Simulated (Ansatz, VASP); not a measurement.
InTe4: VASP beside Ansatz

File INCAR:

```
PREC = Accurate ; ENCUT = 600
EDIFF = 1E-6 ; ISMEAR = 0
SIGMA = 0.2 ; LREAL = F
LASPH = T ; NELM = 60
ALGO = Normal ; ISIF = 3
LWAVE = F ; LCHARG = F
GGA = PE ; IBRION = 2
NSW = 36 ; EDIFFG = -0.08
```

The input KPOINTS:

```
regular mesh
0
Gamma
  4 4 4
```

POSCAR

```
InTe4
1.0
   -3.2138989300      3.2138989300      4.0230407300
    3.2138989300     -3.2138989300      4.0230407300
    3.2138989300      3.2138989300     -4.0230407300
In Te
1 4
Direct
    0.0000000000      0.0000000000      0.0000000000
    0.5000000000      0.5000000000      0.5000000000
    0.0000000000      0.0000000000      0.5000000000
    0.5000000000      0.0000000000      0.0000000000
    0.0000000000      0.5000000000      0.0000000000
```

Input for Ansatz:

```yaml
crystal:
  lattice:
    - [-3.21389893, 3.21389893, 4.02304073]
    - [3.21389893, -3.21389893, 4.02304073]
    - [3.21389893, 3.21389893, -4.02304073]
  atoms:
    - { symbol: In, position: [0.0, 0.0, 0.0] }
    - { symbol: Te, position: [0.5, 0.5, 0.5] }
    - { symbol: Te, position: [0.0, 0.0, 0.5] }
    - { symbol: Te, position: [0.5, 0.0, 0.0] }
    - { symbol: Te, position: [0.0, 0.5, 0.0] }
basis:
  ecutwfc: 420
kpoints:
  mp_grid: { grid: [4, 4, 4] }
hamiltonian:
  xc: pbe
scf:
  occupations: { method: gaussian, width: 0.2 }
  lower_state_search: "off"
output:
  forces: true
  stress: true
  eigenvalues: true
relax:
  adjacent_minimum: "off"
  f_tol: 0.08
  max_steps: 16
  cell: { stress_tol: 0.8 }
```

Alike in both runs: task relaxation of cell and atoms; functional PBE; k mesh 4 × 4 × 4; occupations gaussian, width 0.2 eV; no spin polarisation.

|  | VASP | Ansatz |
| --- | --- | --- |
| version | VASP 6.6.1 | Ansatz 0.2.0 |
| potentials or method | VASP PAW PBE potentials, release 64 (In_d, Te), cutoff 600 eV | scalar-relativistic, plane waves, PAW |
| valence electrons in the cell | 37 | 77 |

|  | VASP | Ansatz | Ansatz less VASP |
| --- | --- | --- | --- |
| gap on the k mesh at the Fermi level, each at its own relaxed structure (eV) | none | none | - |
| relaxed volume (Å³/atom) | 40.51 | 41.73 | +1.222 |
| relaxed length of the cell vector where the two differ most in proportion (Å) | 6.832 | 7.006 | +0.1744 |

A gap of «none» marks a metal or a gap that the smearing closes. VASP's potentials hold 37 valence electrons a cell and Ansatz's 77, so a difference there can come from the potentials and not from the codes.

Spin-orbit coupling is off throughout. Noted on VASP's run: the volume moved by over 15 % at a fixed basis, so the end points are rough.
